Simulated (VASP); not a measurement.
# CoO (R-3m) in VASP: notebook

Aim: see how the results for CoO move with the level of theory and the settings. Levels: LDA, PBEsol. Tasks: single point.

Everything below comes from runs of VASP 6.6.1. Logs are shortened: lines on timing, memory, paths and dates and some standing lists are left out, and cuts for length are marked.

### 1 The cell of the first run

Symmetry: R-3m, No. 166, trigonal system. Conventional cell: a = 3.031 Å, b = 3.031 Å, c = 7.368 Å, α = 90.00°, β = 90.00°, γ = 120.00°. Within 2.8 Å of Co (site symmetry -3m) lie 6 O at 2.14 Å. Within 2.8 Å of O (site symmetry -3m) lie 6 Co at 2.14 Å.

### 2 Single point, LDA, collinear spin, ferromagnetic start

INCAR reads:

```
SYSTEM = CoO
PREC = Accurate ; ENCUT = 520
EDIFF = 1E-6 ; ISMEAR = -1
SIGMA = 0.05 ; LREAL = .False.
LASPH = .True. ; NELM = 150
ALGO = Normal ; ISIF = 2
LWAVE = .False. ; LCHARG = .False.
ISPIN = 2 ; MAGMOM = 2 0
LORBIT = 11 ; LMAXMIX = 4
NBANDS = 18
```

KPOINTS reads:

```
Automatic mesh
0
Gamma
  11 11 11
  0 0 0
```

POSCAR reads:

```
CoO
1.0
    1.5154398320      0.8749395950      2.4560858334
   -1.5154398320      0.8749395950      2.4560858334
    0.0000000000     -1.7498791900      2.4560858334
Co O
1 1
Direct
    0.0000000000      0.0000000000      0.0000000000
    0.5000000000      0.5000000000      0.5000000000
```

Potentials or basis: VASP PAW LDA potentials, release 64 (Co, O).

Started as:

```sh
$ cat potpaw_LDA.64/Co/POTCAR potpaw_LDA.64/O/POTCAR > POTCAR
$ mpirun -np 1 vasp_std > vasp.out
```

OUTCAR:

```text
SYSTEM = CoO
   PREC = Accurate
   ENCUT = 520
   EDIFF = 1E-6
   ISMEAR = -1
   LREAL = .False.
   LASPH = .True.
   NELM = 150
   ISIF = 2
   ISPIN = 2
   LORBIT = 11

 ion  position               nearest neighbor table
   1  0.000  0.000  0.000-   2 2.14   2 2.14   2 2.14   2 2.14   2 2.14   2 2.14
   2  0.500  0.500  0.500-   1 2.14   1 2.14   1 2.14   1 2.14   1 2.14   1 2.14

  LATTYP: Found a trigonal (rhomboedric) cell.
 ALAT       =     3.0156980619
 COS(alpha) =     0.4949531368

  Lattice vectors:

 A1 = (   1.5154398320,   0.8749395950,   2.4560858334)
 A2 = (  -1.5154398320,   0.8749395950,   2.4560858334)
 A3 = (   0.0000000000,  -1.7498791900,   2.4560858334)

Analysis of symmetry for initial positions (statically):
=====================================================================
 Subroutine PRICEL returns:
 Original cell was already a primitive cell.

 Routine SETGRP: Setting up the symmetry group for a
 trigonal (rhombohedral) supercell.

 Subroutine GETGRP returns: Found 12 space group operations
 (whereof 12 operations were pure point group operations)
 out of a pool of 12 trial point group operations.

The static configuration has the point symmetry D_3d.

Analysis of symmetry for dynamics (positions and initial velocities):
=====================================================================
 Subroutine PRICEL returns:
 Original cell was already a primitive cell.

 Routine SETGRP: Setting up the symmetry group for a
 trigonal (rhombohedral) supercell.

 Subroutine GETGRP returns: Found 12 space group operations
 (whereof 12 operations were pure point group operations)
 out of a pool of 12 trial point group operations.

The dynamic configuration has the point symmetry D_3d.

Analysis of structural, dynamic, and magnetic symmetry:
=====================================================================
 Subroutine PRICEL returns:
 Original cell was already a primitive cell.

 Routine SETGRP: Setting up the symmetry group for a
 trigonal (rhombohedral) supercell.

 Subroutine GETGRP returns: Found 12 space group operations
 (whereof 12 operations were pure point group operations)
 out of a pool of 12 trial point group operations.

The overall configuration has the point symmetry D_3d.

 Subroutine INISYM returns: Found 12 space group operations
 (whereof 12 operations are pure point group operations),
 and found     1 'primitive' translations

----------------------------------------------------------------------------------------

                                     Primitive cell

  volume of cell :      19.5394

  direct lattice vectors                    reciprocal lattice vectors
     1.515439832  0.874939595  2.456085833     0.329937217  0.190489341  0.135717298
    -1.515439832  0.874939595  2.456085833    -0.329937217  0.190489341  0.135717298
     0.000000000 -1.749879190  2.456085833     0.000000000 -0.380978682  0.135717298

  length of vectors
     3.015698062  3.015698062  3.015698062     0.404430391  0.404430391  0.404430391

  position of ions in fractional coordinates (direct lattice)
     0.000000000  0.000000000  0.000000000
     0.500000000  0.500000000  0.500000000

  ion indices of the primitive-cell ions
   primitive index   ion index
                 1           1
                 2           2

----------------------------------------------------------------------------------------

 KPOINTS: Automatic mesh

Automatic generation of k-mesh.
 Grid dimensions read from file:
 generate k-points for:   11   11   11

 Generating k-lattice:

  Cartesian coordinates                     Fractional coordinates (reciprocal lattice)
     0.029994292  0.017317213  0.012337936     0.090909091  0.000000000  0.000000000
    -0.029994292  0.017317213  0.012337936     0.000000000  0.090909091  0.000000000
     0.000000000 -0.034634426  0.012337936     0.000000000  0.000000000  0.090909091

  Length of vectors
     0.036766399  0.036766399  0.036766399

  Shift w.r.t. Gamma in fractional coordinates (k-lattice)
     0.000000000  0.000000000  0.000000000

 Subroutine IBZKPT returns following result:
 ===========================================

 Found    146 irreducible k-points:

 Following reciprocal coordinates:
            Coordinates               Weight
  0.000000  0.000000  0.000000      1.000000
  0.090909 -0.000000 -0.000000      6.000000
  0.181818 -0.000000 -0.000000      6.000000
  0.272727 -0.000000 -0.000000      6.000000
  0.363636 -0.000000 -0.000000      6.000000
  0.454545 -0.000000  0.000000      6.000000
[... 16 lines left out ...]
 -0.272727  0.181818  0.000000     12.000000
 -0.181818  0.181818  0.000000      6.000000
 [... further k-points ...]
   k-points           NKPTS =    146   k-points in BZ     NKDIM =    146   number of bands    NBANDS=     18
   number of dos      NEDOS =    301   number of ions     NIONS =      2
   total plane-waves  NPLWV =  13824
   dimension x,y,z NGX =    24 NGY =   24 NGZ =   24
   dimension x,y,z NGXF=    48 NGYF=   48 NGZF=   48
   ions per type =               1   1
   NGX,Y,Z   is equivalent  to a cutoff of  13.23, 13.23, 13.23 a.u.
   NGXF,Y,Z  is equivalent  to a cutoff of  26.46, 26.46, 26.46 a.u.
 SYSTEM =  CoO
   PREC   = accura    normal or accurate (medium, high low for compatibility)
   ISTART =      0    job   : 0-new  1-cont  2-samecut
   ICHARG =      2    charge: 1-file 2-atom 10-const
   ISPIN  =      2    spin polarized calculation?
   LNONCOLLINEAR =      F non collinear calculations
   LSORBIT =      F    spin-orbit coupling
   LASPH  =      T    aspherical Exc in radial PAW
   ENCUT  =  520.0 eV  38.22 Ry    6.18 a.u.   5.61  5.61  5.61*2*pi/ulx,y,z
   NELM   =    150;   NELMIN=  2; NELMDL= -5     # of ELM steps
   EDIFF  = 0.1E-05   stopping-criterion for ELM
   LREAL  =      F    real-space projection
   EDIFFG = 0.1E-04   stopping-criterion for IOM
   NSW    =      0    number of steps for IOM
   IBRION =     -1    ionic relax: 0-MD 1-quasi-New 2-CG
   NFREE  =      0    steps in history (QN), initial steepest desc. (CG)
   ISIF   =      2    stress and relaxation
   ISYM   =      2    0-nonsym 1-usesym 2-fastsym
   POTIM  = 0.5000    time-step for ionic-motion
   TEBEG  =    0.0;   TEEND  =   0.0 temperature during run
   PSTRESS=    0.0 pullay stress
   NELECT =      15.0000    total number of electrons
   NUPDOWN=      -1.0000    fix difference up-down
   EMIN   =  10.00;   EMAX   =-10.00  energy-range for DOS
   EFERMI =   0.00;   METHOD = LEGACY
   ISMEAR =    -1;   SIGMA  =   0.05  broadening in eV -4-tet -1-fermi 0-gaus
   EFERMI_NEDOS =   21; number of points for ismear=-14 and -15
   IALGO  =     38    algorithm
   IMIX   =      4    mixing-type and parameters
     AMIX     =   0.40;   BMIX     =  1.00
     AMIX_MAG =   1.60;   BMIX_MAG =  1.00
  volume/ion in A,a.u.               =       9.77        65.93
  Fermi-wavevector in a.u.,A,eV,Ry     =   1.498999  2.832698 30.572271  2.246999
  Thomas-Fermi vector in A             =   2.610686
   LORBIT       =     11    0 simple, 1 ext, 2 COOP (PROOUT), +10 PAW based schemes
   GGA     = CA    functional components
   LHFCALC =     F    Hartree Fock is set to
   AEXX    =    0.0000 exact exchange contribution
   IVDW    =     0    specifies the selected vdW correction
   LEPSILON=     F    determine dielectric tensor
   LRPA    =     F    only Hartree local field effects (RPA)
 spin polarized calculation
  energy-cutoff  :      520.00
  volume of cell :       19.54
 maximum number of plane-waves:       536
   NGX = 11   NGY = 11   NGZ = 11

 number of electron      15.0000007 magnetization       2.7925085

 Free energy of the ion-electron system (eV)
  ---------------------------------------------------
  ext. energy  EPLUGINS =         0.00000000
  ---------------------------------------------------
  free energy    TOTEN  =       -14.63289039 eV

  energy without entropy =      -14.59776244  energy(sigma->0) =      -14.61532641

 E-fermi :   7.4761     XC(G=0): -12.8247

 val. band max:        7.4759749103   @ k =  -0.4545   0.2727   0.0000
 cond. band min:       7.4776264727   @ k =  -0.2727   0.1818   0.0000
 fundamental gap:      0.0016515624
 Fermi energy:         7.4761391451

 spin component 1

 k-point     1 :       0.0000    0.0000    0.0000
  band No.  band energies     occupation
      1     -12.4814      1.00000
      2       4.2238      1.00000
      3       4.2238      1.00000
      4       4.2719      1.00000
      5       4.5047      1.00000
      6       4.5047      1.00000
[... 10 lines left out ...]
     17      28.6004      0.00000
     18      32.0932      0.00000

 k-point     2 :       0.0909   -0.0000   -0.0000
  band No.  band energies     occupation
      1     -12.3954      1.00000
      2       3.4187      1.00000
      3       3.5284      1.00000
      4       3.5643      1.00000
      5       4.5708      1.00000
      6       4.5894      1.00000
[... 10 lines left out ...]
     17      29.6409      0.00000
     18      33.3253      0.00000

 k-point     3 :       0.1818   -0.0000   -0.0000
  band No.  band energies     occupation
      1     -12.1553      1.00000
      2       2.1570      1.00000
      3       2.7991      1.00000
      4       2.8378      1.00000
      5       4.7211      1.00000
      6       4.7414      1.00000
[... 10 lines left out ...]
     17      32.1908      0.00000
     18      35.5068      0.00000

 k-point     4 :       0.2727   -0.0000   -0.0000
  band No.  band energies     occupation
      1     -11.8168      1.00000
      2       0.9129      1.00000
      3       2.2076      1.00000
      4       2.2492      1.00000
      5       4.9244      1.00000
      6       4.9466      1.00000
[... 375 lines left out ...]
      4       1.6740      1.00000
      5       5.1479      1.00000
      6       5.1962      1.00000
[... 10 lines left out ...]
     17      35.0990      0.00000
     18      36.2107      0.00000

 k-point    23 :      -0.2727    0.1818    0.0000
  band No.  band energies     occupation
      1     -11.4495      1.00000
      2       0.2589      1.00000
      3       1.7622      1.00000
      4       1.9766      1.00000
      5       5.0240      1.00000
      6       5.1019      1.00000
[... 10 lines left out ...]
     17      34.7570      0.00000
     18      36.5806      0.00000

 k-point    24 :      -0.1818    0.1818    0.0000
  band No.  band energies     occupation
      1     -11.7317      1.00000
      2       0.8308      1.00000
      3       2.0103      1.00000
      4       2.4774      1.00000
      5       4.8601      1.00000
      6       5.0003      1.00000
[... 10 lines left out ...]
     17      34.7758      0.00000
     18      36.5939      0.00000

 [... further k-points ...]

 spin component 2

 k-point     1 :       0.0000    0.0000    0.0000
  band No.  band energies     occupation
      1     -11.9833      1.00000
      2       4.7813      1.00000
      3       4.7813      1.00000
      4       4.8334      1.00000
      5       6.3970      1.00000
      6       6.3970      1.00000
[... 10 lines left out ...]
     17      29.3947      0.00000
     18      32.8549      0.00000

 k-point     2 :       0.0909   -0.0000   -0.0000
  band No.  band energies     occupation
      1     -11.8955      1.00000
      2       4.0948      1.00000
      3       4.4674      1.00000
      4       4.5132      1.00000
      5       6.4946      1.00000
      6       6.5176      1.00000
[... 10 lines left out ...]
     17      30.3512      0.00000
     18      34.1208      0.00000

 k-point     3 :       0.1818   -0.0000   -0.0000
  band No.  band energies     occupation
      1     -11.6499      1.00000
      2       2.8022      1.00000
      3       3.8760      1.00000
      4       3.9216      1.00000
      5       6.6949      1.00000
      6       6.7179      1.00000
[... 10 lines left out ...]
     17      32.7452      0.00000
     18      36.2024      0.00000

 k-point     4 :       0.2727   -0.0000   -0.0000
  band No.  band energies     occupation
      1     -11.3033      1.00000
      2       1.5182      1.00000
      3       3.3227      1.00000
      4       3.3690      1.00000
      5       6.9441      0.99998
      6       6.9675      0.99996
[... 375 lines left out ...]
      4       2.7845      1.00000
      5       7.2373      0.99165
      6       7.2700      0.98405
[... 10 lines left out ...]
     17      35.5453      0.00000
     18      36.7049      0.00000

 k-point    23 :      -0.2727    0.1818    0.0000
  band No.  band energies     occupation
      1     -10.9223      1.00000
      2       0.8964      1.00000
      3       2.7516      1.00000
      4       2.9054      1.00000
      5       7.0206      0.99989
      6       7.2754      0.98228
[... 10 lines left out ...]
     17      35.2014      0.00000
     18      37.1670      0.00000

 k-point    24 :      -0.1818    0.1818    0.0000
  band No.  band energies     occupation
      1     -11.2142      1.00000
      2       1.5102      1.00000
      3       3.1692      1.00000
      4       3.2527      1.00000
      5       6.8184      1.00000
      6       7.2172      0.99440
[... 10 lines left out ...]
     17      35.3338      0.00000
     18      37.1588      0.00000

 [... further k-points ...]
[... 5 lines left out ...]
  --------------------------------------------------------------------------------------
  -------------------------------------------------------------------------------------
  Total       -2.6393510     -2.6393510     -2.6510910      0.0000000      0.0000000      0.0000000
  in kB     -216.4193886   -216.4193886   -217.3820396      0.0000000      0.0000000      0.0000000
  external PRESSURE =    -216.7402723 kB  Pullay stress =       0.0000000 kB

 VOLUME and BASIS-vectors are now :
 -----------------------------------------------------------------------------
  energy-cutoff  :      520.00
  volume of cell :       19.54
      direct lattice vectors                 reciprocal lattice vectors
     1.515439832  0.874939595  2.456085833     0.329937217  0.190489341  0.135717298
    -1.515439832  0.874939595  2.456085833    -0.329937217  0.190489341  0.135717298
     0.000000000 -1.749879190  2.456085833     0.000000000 -0.380978682  0.135717298

 POSITION                                       TOTAL-FORCE (eV/Angst)
 -----------------------------------------------------------------------------------
      0.00000      0.00000      0.00000        -0.000000     -0.000000      0.000000
      0.00000      0.00000      3.68413         0.000000      0.000000     -0.000000
 -----------------------------------------------------------------------------------
    total drift:                               -0.000000      0.000000     -0.000000

  FREE ENERGIE OF THE ION-ELECTRON SYSTEM (eV)
  ---------------------------------------------------
  free  energy   TOTEN  =       -14.6328903910 eV

  energy  without entropy=      -14.5977624381  energy(sigma->0) =      -14.61532641

 total charge

# of ion       s       p       d       tot
------------------------------------------
    1        0.294   0.351   7.174   7.819
    2        1.546   3.376   0.000   4.922
--------------------------------------------------
tot          1.839   3.727   7.174  12.741

 magnetization (x)

# of ion       s       p       d       tot
------------------------------------------
    1        0.019   0.017   2.396   2.432
    2        0.028   0.272   0.000   0.300
--------------------------------------------------
tot          0.047   0.289   2.396   2.731
```

It took 32 s on 1 thread of Intel Xeon 6975P-C (Granite Rapids), shared host; peak memory 0.19 GiB.

Results:

```yaml
Free_energy: -14.6329 eV
Pressure: -21.7 GPa
Net_moment: 2.79 μB per cell
Site_moments: Co +2.43; O +0.30 μB
Valence_electrons_inside_the_program's_atomic_spheres: Co 7.82; O 4.92
```

Stress tensor (GPa, compression positive):
```
-21.64   0.00   0.00
  0.00 -21.64   0.00
  0.00   0.00 -21.74
```

Caveat: a cell with one magnetic atom can't hold antiferromagnetic order, which such compounds often take; semilocal functionals often make such compounds metallic where correlation or magnetic order opens a gap, which also shifts bond lengths. With open d or f shells a metallic result of LDA can be an artefact of self-interaction; +U or a hybrid may open a gap.

(Part 1 of 3 ends here.)
